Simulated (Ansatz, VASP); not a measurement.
ZnO: VASP beside Ansatz

File INCAR:

```
PREC = Accurate ; ENCUT = 910
EDIFF = 1E-6 ; ISMEAR = 0
SIGMA = 0.05 ; LREAL = F
LASPH = T ; NELM = 120
ALGO = Normal ; ISIF = 2
LWAVE = F ; LCHARG = T
GGA = PE ; LELF = T
LVHAR = T ; NBANDS = 46
GGA_COMPAT = F
```

Contents of KPOINTS:

```
regular mesh
0
Gamma
  9 9 3
```

File POSCAR:

```
ZnO
1.0
   -1.6246993620     -2.8140618419      0.0000000000
    1.6246993619     -2.8140618419      0.0000000000
    0.0000000000      0.0000000000     10.4076000000
Zn O
4 4
Direct
    0.6666666667      0.6666666667      0.0000000000
    0.6666666667      0.6666666667      0.5000000000
    0.3333333333      0.3333333333      0.2500000000
    0.3333333333      0.3333333333      0.7500000000
    0.6666666667      0.6666666667      0.1910500000
    0.6666666667      0.6666666667      0.6910500000
    0.3333333333      0.3333333333      0.4410500000
    0.3333333333      0.3333333333      0.9410500000
```

Input for Ansatz:

```yaml
crystal:
  lattice:
    - [-1.624699362, -2.8140618419, 0.0]
    - [1.6246993619, -2.8140618419, 0.0]
    - [0.0, 0.0, 10.4076]
  atoms:
    - { symbol: Zn, position: [0.6666666667, 0.6666666667, 0.0] }
    - { symbol: Zn, position: [0.6666666667, 0.6666666667, 0.5] }
    - { symbol: Zn, position: [0.3333333333, 0.3333333333, 0.25] }
    - { symbol: Zn, position: [0.3333333333, 0.3333333333, 0.75] }
    - { symbol: O, position: [0.6666666667, 0.6666666667, 0.19105] }
    - { symbol: O, position: [0.6666666667, 0.6666666667, 0.69105] }
    - { symbol: O, position: [0.3333333333, 0.3333333333, 0.44105] }
    - { symbol: O, position: [0.3333333333, 0.3333333333, 0.94105] }
basis:
  ecutwfc: 420
kpoints:
  mp_grid: { grid: [9, 9, 3] }
hamiltonian:
  xc: pbe
scf:
  occupations: { method: gaussian, width: 0.05 }
output:
  forces: true
  stress: true
  eigenvalues: true
  write_density: true
  write_potential: true
  elf: true
  volumetric_format: npy
```

Alike in both runs: task single point; functional PBE; k mesh 9 × 9 × 3; occupations gaussian, width 0.05 eV; no spin polarisation.

|  | VASP | Ansatz |
| --- | --- | --- |
| version | VASP 6.6.1 | Ansatz 0.2.0 |
| potentials or method | VASP PAW PBE potentials, release 64 (Zn, O_h), cutoff 910 eV | scalar-relativistic, plane waves, PAW |
| valence electrons in the cell | 72 | 72 |

VASP gave:

```
gap on the k mesh at the Fermi level (eV) : 0.79
least direct gap on the mesh (eV)         : 0.79
rms of the force components (eV/Å)        : 0.019
```

Question: What did Ansatz give for the same quantities?

Answer: gap on the k mesh at the Fermi level (eV): 0.80; least direct gap on the mesh (eV): 0.80; rms of the force components (eV/Å): 0.018.

Atom by atom the forces differ by 0.001 eV/Å (rms over components).

Noted on VASP's run: the cutoff is short for stress, so the pressure is rough.
